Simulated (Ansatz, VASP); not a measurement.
## W in VASP and in Ansatz

File INCAR:

```
SYSTEM = W
PREC     = Accurate       ! precision mode
ENCUT    = 520            ! plane-wave cutoff, eV
EDIFF    = 1E-6           ! SCF threshold, eV
ISMEAR   = 0              ! smearing method
SIGMA    = 0.023          ! smearing width, eV
LREAL    = .FALSE.        ! projectors in reciprocal space
LASPH    = .TRUE.         ! aspherical terms in the spheres
NELM     = 80             ! most SCF steps
ALGO     = Normal         ! electronic algorithm
ISIF     = 2              ! what is computed and relaxed
LWAVE    = .FALSE.        ! write WAVECAR
LCHARG   = .FALSE.        ! write CHGCAR
GGA      = PE             ! functional
NBANDS   = 13             ! bands
```

The input KPOINTS:

```
Automatic mesh
0
G
  12 12 12
  0 0 0
```

POSCAR

```
W
1.0
   -1.5823450000      1.5823450000      1.5823450000
    1.5823450000     -1.5823450000      1.5823450000
    1.5823450000      1.5823450000     -1.5823450000
W
1
Direct
    0.0000000000      0.0000000000      0.0000000000
```

input.yaml

```yaml
crystal:
  lattice:
    - [-1.582345, 1.582345, 1.582345]
    - [1.582345, -1.582345, 1.582345]
    - [1.582345, 1.582345, -1.582345]
  atoms:
    - { symbol: W, position: [0.0, 0.0, 0.0] }
kpoints:
  mp_grid: { grid: [12, 12, 12] }
scf:
  occupations: { method: gaussian, width: 0.023 }
hamiltonian:
  xc: pbe
  pseudopotentials: { kind: all_electron, lapw: { basis_error: 0.001 } }
output:
  forces: true
  stress: true
  eigenvalues: true
```

Alike in both runs: task single point; functional PBE; k mesh 12 × 12 × 12; occupations gaussian, width 0.023 eV; no spin polarisation.

|  | VASP | Ansatz |
| --- | --- | --- |
| version | VASP 6.6.1 | Ansatz 0.2.0 |
| potentials or method | VASP PAW PBE potentials, release 64 (W_sv), cutoff 520 eV | all-electron LAPW, scalar-relativistic |

```csv
,VASP,Ansatz,Ansatz less VASP
gap on the k mesh at the Fermi level (eV),none,none,-
pressure (GPa),6.7,6.1,-0.56
```

A gap of «none» marks a metal or a gap that the smearing closes. Ansatz ran all-electron here, and VASP with PAW potentials.

Spin-orbit coupling is off throughout.
